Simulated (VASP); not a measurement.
# SiGe (P6_3mc) in VASP: notebook

The runs below take SiGe through single point, with PBEsol.

Program: VASP 6.6.1. These are calculated values, not measurements. Logs are shortened: lines on timing, memory, paths and dates and some standing lists are left out, and cuts for length are marked.

## (1) The cell of the first run

It takes space group P6_3mc (No. 186, hexagonal). The conventional cell has a = 4.014 Å, b = 4.014 Å, c = 6.102 Å, α = 90.00°, β = 90.00°, γ = 120.00°. Si (site symmetry 3m) has 4 Ge at 2.28 to 2.44 Å within 3.0 Å. Within 3.0 Å of Ge (site symmetry 3m) lie 4 Si at 2.28 to 2.44 Å.

## (2) Single point, PBEsol

INCAR

```
SYSTEM = SiGe
ALGO = Normal
EDIFF = 1E-6
ENCUT = 520
GGA = PS
ISIF = 2
ISMEAR = 0
LASPH = .True.
LCHARG = .False.
LREAL = .False.
LWAVE = .False.
NBANDS = 26
NELM = 60
PREC = Accurate
SIGMA = 0.03
```

KPOINTS

```
k-points
0
Gamma
  12 12 6
  0 0 0
```

POSCAR

```
SiGe
1.0
    4.0144932713      0.0000000000      0.0000000000
   -2.0072466356      3.4766531563      0.0000000000
    0.0000000000      0.0000000000      6.1019828729
Si Ge
2 2
Direct
    0.6666666667      0.3333333333      0.8746070000
    0.3333333333      0.6666666667      0.3746070000
    0.6666666667      0.3333333333      0.5003920000
    0.3333333333      0.6666666667      0.0003920000
```

Potentials or basis: VASP PAW PBE potentials, release 64 (Si, Ge_d).

Run with:

```bash
> cat potpaw_PBE.64/Si/POTCAR potpaw_PBE.64/Ge_d/POTCAR > POTCAR
> mpirun -np 1 vasp_std > vasp.out
```

OUTCAR:

```text
SYSTEM = SiGe
   EDIFF = 1E-6
   ENCUT = 520
   GGA = PS
   ISIF = 2
   ISMEAR = 0
   LASPH = .True.
   LREAL = .False.
   NELM = 60
   PREC = Accurate

 ion  position               nearest neighbor table
   1  0.667  0.333  0.875-   3 2.28   4 2.44   4 2.44   4 2.44
   2  0.333  0.667  0.375-   4 2.28   3 2.44   3 2.44   3 2.44
   3  0.667  0.333  0.500-   1 2.28   2 2.44   2 2.44   2 2.44
   4  0.333  0.667  0.000-   2 2.28   1 2.44   1 2.44   1 2.44

  LATTYP: Found a hexagonal cell.
 ALAT       =     4.0144932713
 C/A-ratio  =     1.5199883175

  Lattice vectors:

 A1 = (   4.0144932713,   0.0000000000,   0.0000000000)
 A2 = (  -2.0072466356,   3.4766531563,   0.0000000000)
 A3 = (   0.0000000000,   0.0000000000,   6.1019828729)

Analysis of symmetry for initial positions (statically):
=====================================================================
 Subroutine PRICEL returns:
 Original cell was already a primitive cell.

 Routine SETGRP: Setting up the symmetry group for a
 hexagonal supercell.

 Subroutine GETGRP returns: Found 12 space group operations
 (whereof  6 operations were pure point group operations)
 out of a pool of 24 trial point group operations.

The static configuration has the point symmetry C_3v.
 The point group associated with its full space group is C_6v.

Analysis of symmetry for dynamics (positions and initial velocities):
=====================================================================
 Subroutine PRICEL returns:
 Original cell was already a primitive cell.

 Routine SETGRP: Setting up the symmetry group for a
 hexagonal supercell.

 Subroutine GETGRP returns: Found 12 space group operations
 (whereof  6 operations were pure point group operations)
 out of a pool of 24 trial point group operations.

The dynamic configuration has the point symmetry C_3v.
 The point group associated with its full space group is C_6v.

 Subroutine INISYM returns: Found 12 space group operations
 (whereof  6 operations are pure point group operations),
 and found     1 'primitive' translations

----------------------------------------------------------------------------------------

                                     Primitive cell

  volume of cell :      85.1654

  direct lattice vectors                    reciprocal lattice vectors
     4.014493271  0.000000000  0.000000000     0.249097441  0.143816474  0.000000000
    -2.007246636  3.476653156  0.000000000     0.000000000  0.287632949  0.000000000
     0.000000000  0.000000000  6.101982873     0.000000000  0.000000000  0.163881155

  length of vectors
     4.014493271  4.014493271  6.101982873     0.287632949  0.287632949  0.163881155

  position of ions in fractional coordinates (direct lattice)
     0.666666667  0.333333333  0.874607000
     0.333333333  0.666666667  0.374607000
     0.666666667  0.333333333  0.500392000
     0.333333333  0.666666667  0.000392000

  ion indices of the primitive-cell ions
   primitive index   ion index
                 1           1
                 2           2
                 3           3
                 4           4

----------------------------------------------------------------------------------------

 KPOINTS: k-points

Automatic generation of k-mesh.
 Grid dimensions read from file:
 generate k-points for:   12   12    6

 Generating k-lattice:

  Cartesian coordinates                     Fractional coordinates (reciprocal lattice)
     0.020758120  0.011984706  0.000000000     0.083333333 -0.000000000  0.000000000
     0.000000000  0.023969412  0.000000000     0.000000000  0.083333333  0.000000000
     0.000000000  0.000000000  0.027313526     0.000000000  0.000000000  0.166666667

  Length of vectors
     0.023969412  0.023969412  0.027313526

  Shift w.r.t. Gamma in fractional coordinates (k-lattice)
     0.000000000  0.000000000  0.000000000

 Subroutine IBZKPT returns following result:
 ===========================================

 Found     76 irreducible k-points:

 Following reciprocal coordinates:
            Coordinates               Weight
  0.000000  0.000000  0.000000      1.000000
  0.083333  0.000000  0.000000      6.000000
  0.166667  0.000000  0.000000      6.000000
  0.250000  0.000000  0.000000      6.000000
  0.333333  0.000000  0.000000      6.000000
  0.416667  0.000000  0.000000      6.000000
[... 16 lines left out ...]
  0.250000  0.000000  0.166667     12.000000
  0.333333  0.000000  0.166667     12.000000
 [... further k-points ...]
   k-points           NKPTS =     76   k-points in BZ     NKDIM =     76   number of bands    NBANDS=     26
   number of dos      NEDOS =    301   number of ions     NIONS =      4
   total plane-waves  NPLWV =  43200
   dimension x,y,z NGX =    30 NGY =   30 NGZ =   48
   dimension x,y,z NGXF=    60 NGYF=   60 NGZF=   96
   ions per type =               2   2
   NGX,Y,Z   is equivalent  to a cutoff of  12.42, 12.42, 13.08 a.u.
   NGXF,Y,Z  is equivalent  to a cutoff of  24.85, 24.85, 26.15 a.u.
 SYSTEM =  SiGe
   PREC   = accura    normal or accurate (medium, high low for compatibility)
   ISTART =      0    job   : 0-new  1-cont  2-samecut
   ICHARG =      2    charge: 1-file 2-atom 10-const
   ISPIN  =      1    spin polarized calculation?
   LNONCOLLINEAR =      F non collinear calculations
   LSORBIT =      F    spin-orbit coupling
   LASPH  =      T    aspherical Exc in radial PAW
   ENCUT  =  520.0 eV  38.22 Ry    6.18 a.u.   7.46  7.46 11.35*2*pi/ulx,y,z
   NELM   =     60;   NELMIN=  2; NELMDL= -5     # of ELM steps
   EDIFF  = 0.1E-05   stopping-criterion for ELM
   LREAL  =      F    real-space projection
   EDIFFG = 0.1E-04   stopping-criterion for IOM
   NSW    =      0    number of steps for IOM
   IBRION =     -1    ionic relax: 0-MD 1-quasi-New 2-CG
   NFREE  =      0    steps in history (QN), initial steepest desc. (CG)
   ISIF   =      2    stress and relaxation
   ISYM   =      2    0-nonsym 1-usesym 2-fastsym
   POTIM  = 0.5000    time-step for ionic-motion
   TEBEG  =    0.0;   TEEND  =   0.0 temperature during run
   PSTRESS=    0.0 pullay stress
   NELECT =      36.0000    total number of electrons
   NUPDOWN=      -1.0000    fix difference up-down
   EMIN   =  10.00;   EMAX   =-10.00  energy-range for DOS
   EFERMI =   0.00;   METHOD = LEGACY
   ISMEAR =     0;   SIGMA  =   0.03  broadening in eV -4-tet -1-fermi 0-gaus
   EFERMI_NEDOS =   21; number of points for ismear=-14 and -15
   IALGO  =     38    algorithm
   IMIX   =      4    mixing-type and parameters
     AMIX     =   0.40;   BMIX     =  1.00
     AMIX_MAG =   1.60;   BMIX_MAG =  1.00
  volume/ion in A,a.u.               =      21.29       143.68
  Fermi-wavevector in a.u.,A,eV,Ry     =   1.228631  2.321775 20.538443  1.509533
  Thomas-Fermi vector in A             =   2.363549
   LORBIT       =      0    0 simple, 1 ext, 2 COOP (PROOUT), +10 PAW based schemes
   GGA     = PS    functional components
   LHFCALC =     F    Hartree Fock is set to
   AEXX    =    0.0000 exact exchange contribution
   IVDW    =     0    specifies the selected vdW correction
   LEPSILON=     F    determine dielectric tensor
   LRPA    =     F    only Hartree local field effects (RPA)
 non-spin polarized calculation
 Gauss-broadening in eV      SIGMA  =   0.03
  energy-cutoff  :      520.00
  volume of cell :       85.17
 maximum number of plane-waves:      2321
 NGX is ok and might be reduce to    30

 number of electron      36.0000019 magnetization

 Free energy of the ion-electron system (eV)
  ---------------------------------------------------
  ext. energy  EPLUGINS =         0.00000000
  ---------------------------------------------------
  free energy    TOTEN  =       -20.99387715 eV

  energy without entropy =      -20.99379870  energy(sigma->0) =      -20.99383793

 E-fermi :   5.4589     XC(G=0):  -9.8575

 val. band max:        5.4387546544   @ k =   0.0833   0.0000   0.0000
 cond. band min:       5.5090980456   @ k =   0.5000   0.0000   0.0000
 fundamental gap:      0.0703433912
 Fermi energy:         5.4588987738

 k-point     1 :       0.0000    0.0000    0.0000
  band No.  band energies     occupation
      1     -19.0022      2.00000
      2     -19.0001      2.00000
      3     -18.9895      2.00000
      4     -18.9895      2.00000
      5     -18.9865      2.00000
      6     -18.9865      2.00000
[... 18 lines left out ...]
     25       9.8671      0.00000
     26      11.6165      0.00000

 k-point     2 :       0.0833    0.0000    0.0000
  band No.  band energies     occupation
      1     -19.0021      2.00000
      2     -18.9999      2.00000
      3     -18.9895      2.00000
      4     -18.9892      2.00000
      5     -18.9865      2.00000
      6     -18.9862      2.00000
[... 18 lines left out ...]
     25      10.1555      0.00000
     26      11.1209      0.00000

 k-point     3 :       0.1667    0.0000    0.0000
  band No.  band energies     occupation
      1     -19.0018      2.00000
      2     -18.9994      2.00000
      3     -18.9896      2.00000
      4     -18.9883      2.00000
      5     -18.9864      2.00000
      6     -18.9851      2.00000
[... 18 lines left out ...]
     25      10.5311      0.00000
     26      10.9168      0.00000

 k-point     4 :       0.2500    0.0000    0.0000
  band No.  band energies     occupation
      1     -19.0017      2.00000
      2     -18.9987      2.00000
      3     -18.9895      2.00000
      4     -18.9871      2.00000
      5     -18.9860      2.00000
      6     -18.9838      2.00000
[... 18 lines left out ...]
     25      11.6607      0.00000
     26      11.8277      0.00000
[... 496 lines left out ...]
      1     -19.0017      2.00000
      2     -18.9996      2.00000
      3     -18.9894      2.00000
      4     -18.9881      2.00000
      5     -18.9866      2.00000
      6     -18.9854      2.00000
[... 18 lines left out ...]
     25      10.6301      0.00000
     26      11.2271      0.00000

 k-point    23 :       0.2500    0.0000    0.1667
  band No.  band energies     occupation
      1     -19.0016      2.00000
      2     -18.9990      2.00000
      3     -18.9893      2.00000
      4     -18.9869      2.00000
      5     -18.9863      2.00000
      6     -18.9840      2.00000
[... 18 lines left out ...]
     25      11.4961      0.00000
     26      11.6375      0.00000

 k-point    24 :       0.3333    0.0000    0.1667
  band No.  band energies     occupation
      1     -19.0017      2.00000
      2     -18.9984      2.00000
      3     -18.9892      2.00000
      4     -18.9858      2.00000
      5     -18.9858      2.00000
      6     -18.9826      2.00000
[... 18 lines left out ...]
     25      12.3116      0.00000
     26      12.6089      0.00000

 [... further k-points ...]
[... 5 lines left out ...]
  --------------------------------------------------------------------------------------
  -------------------------------------------------------------------------------------
  Total       -2.9295325     -2.9295325      7.0939822     -0.0000000      0.0000000      0.0000000
  in kB      -55.1119543    -55.1119543    133.4558427     -0.0000000      0.0000000      0.0000000
  external PRESSURE =       7.7439781 kB  Pullay stress =       0.0000000 kB

 VOLUME and BASIS-vectors are now :
 -----------------------------------------------------------------------------
  energy-cutoff  :      520.00
  volume of cell :       85.17
      direct lattice vectors                 reciprocal lattice vectors
     4.014493271  0.000000000  0.000000000     0.249097441  0.143816474  0.000000000
    -2.007246636  3.476653156  0.000000000     0.000000000  0.287632949  0.000000000
     0.000000000  0.000000000  6.101982873     0.000000000  0.000000000  0.163881155

 POSITION                                       TOTAL-FORCE (eV/Angst)
 -----------------------------------------------------------------------------------
      2.00725      1.15888      5.33684         0.000000      0.000000      1.062314
     -0.00000      2.31777      2.28585        -0.000000      0.000000      1.062314
      2.00725      1.15888      3.05338        -0.000000     -0.000000     -1.062314
     -0.00000      2.31777      0.00239         0.000000      0.000000     -1.062314
 -----------------------------------------------------------------------------------
    total drift:                               -0.000000     -0.000000      0.000463

  FREE ENERGIE OF THE ION-ELECTRON SYSTEM (eV)
  ---------------------------------------------------
  free  energy   TOTEN  =       -20.9938771545 eV

  energy  without entropy=      -20.9937986994  energy(sigma->0) =      -20.99383793
```

Wall time 1.8 min (1 thread of Intel Xeon Platinum 8124M at 3.00GHz (Skylake/Cascade Lake), shared host); peak memory 0.29 GiB.

Results:

```
Free energy            : -20.9939 eV
Pressure               : 0.8 GPa
Largest force          : 1.062 eV/Å
Band gap on the k mesh : zero (band 18 reaches 5.58 eV, above the bottom of band 19 at 5.31 eV)
```

Forces in eV/Å, atoms in the order of the input:
```
Si   0.000  0.000  1.062
Si   0.000  0.000  1.062
Ge   0.000  0.000 -1.062
Ge   0.000  0.000 -1.062
```

Caveat: the PAW data sets were made with another functional, which shifts forces and pressure a little.

## (3) Single point, PBEsol

This run uses another cell than the first one, of the same volume but with other edges.

INCAR

```
SYSTEM = SiGe
ALGO = Normal ; EDIFF = 1E-7
ENCUT = 520 ; GGA = PS
ISIF = 2 ; ISMEAR = 0
LASPH = .True. ; LCHARG = .True.
LELF = .True. ; LREAL = .False.
LVHAR = .True. ; LWAVE = .False.
NBANDS = 26 ; NELM = 100
PREC = Accurate ; SIGMA = 0.03
```

KPOINTS is that of step 2.

POSCAR

```
SiGe
1.0
    3.9579435800      0.0000000000      0.0000000000
   -1.9789717900      3.4276796870      0.0000000000
    0.0000000000      0.0000000000      6.2775944377
Si Ge
2 2
Direct
    0.6666666667      0.3333333333      0.8746070000
    0.3333333333      0.6666666667      0.3746070000
    0.6666666667      0.3333333333      0.5003920000
    0.3333333333      0.6666666667      0.0003920000
```

Potentials or basis: VASP PAW PBE potentials, release 64 (Si, Ge_d).

Run with:

```bash
> cat potpaw_PBE.64/Si/POTCAR potpaw_PBE.64/Ge_d/POTCAR > POTCAR
> mpirun -np 1 vasp_std > vasp.out
```

It took 2 min on 1 thread of Intel Xeon Platinum 8124M at 3.00GHz (Skylake/Cascade Lake), shared host; peak memory 0.28 GiB.

It converged, with:

```yaml
Free_energy: -21.1997 eV
Pressure: 0.0 GPa
Largest_force: 0.447 eV/Å
Band_gap_on_the_k_mesh: zero (filled and empty bands touch)
```

Forces in eV/Å, atoms in the order of the input:
```
Si   0.000  0.000  0.447
Si   0.000  0.000  0.447
Ge   0.000  0.000 -0.447
Ge   0.000  0.000 -0.447
```

Stress tensor (GPa, compression positive):
```
-2.92  0.00  0.00
 0.00 -2.92  0.00
 0.00  0.00  5.76
```

Levels at points of the mesh, in eV from the Fermi level:
```
           k point  band 15  band 16  band 17  band 18  band 19  band 20  band 21  band 22
(0.00, 0.00, 0.00)    -1.81    -0.30    -0.03     0.00     0.00     1.61     1.79     1.79
(0.50, 0.00, 0.00)    -4.85    -3.33    -3.11    -1.46     0.16     2.02     3.12     3.26
(0.00, 0.00, 0.50)    -1.13    -1.13    -1.13    -1.13     0.88     0.88     2.94     2.94
(0.50, 0.00, 0.50)    -2.60    -2.60    -2.49    -2.49     0.62     0.62     1.90     1.90
```

Caveat: the PAW data sets were made with another functional, which shifts forces and pressure a little.

(Continued in part 2 of 3.)
